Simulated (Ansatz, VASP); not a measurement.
Two plane-wave programs on Cr

```xyz
4
Lattice="2.4972 0.0000 0.0000 -1.2486 2.1626 0.0000 0.0000 0.0000 8.8120" Properties=species:S:1:pos:R:3 pbc="T T T"
Cr    0.0000    0.0000    0.0000
Cr    0.0000    0.0000    4.4060
Cr    0.0000    1.4418    6.6090
Cr    1.2486    0.7209    2.2030
```

Alike in both runs: functional PBE; k mesh 21 × 21 × 6; occupations gaussian, width 0.1 eV; no spin polarisation.

Ansatz relaxed the structure, and its values are those at the end. VASP's run is a single point on that final structure, the one shown.

|  | VASP | Ansatz |
| --- | --- | --- |
| version | VASP 6.6.1 | Ansatz 0.2.0 |
| potentials or method | VASP PAW PBE potentials, release 64 (Cr_pv), cutoff 520 eV | scalar-relativistic, plane waves, PAW |
| valence electrons in the cell | 48 | 56 |

|  | VASP | Ansatz | Ansatz less VASP |
| --- | --- | --- | --- |
| gap on the k mesh at the Fermi level (eV) | none | none | - |
| pressure (GPa) | -0.4 | 0.0 | +0.45 |

A gap of «none» marks a metal or a gap that the smearing closes. With one functional, cell and mesh, what is left measures potentials, basis and numerics. VASP's potentials hold 48 valence electrons a cell and Ansatz's 56, so a difference there can come from the potentials and not from the codes.
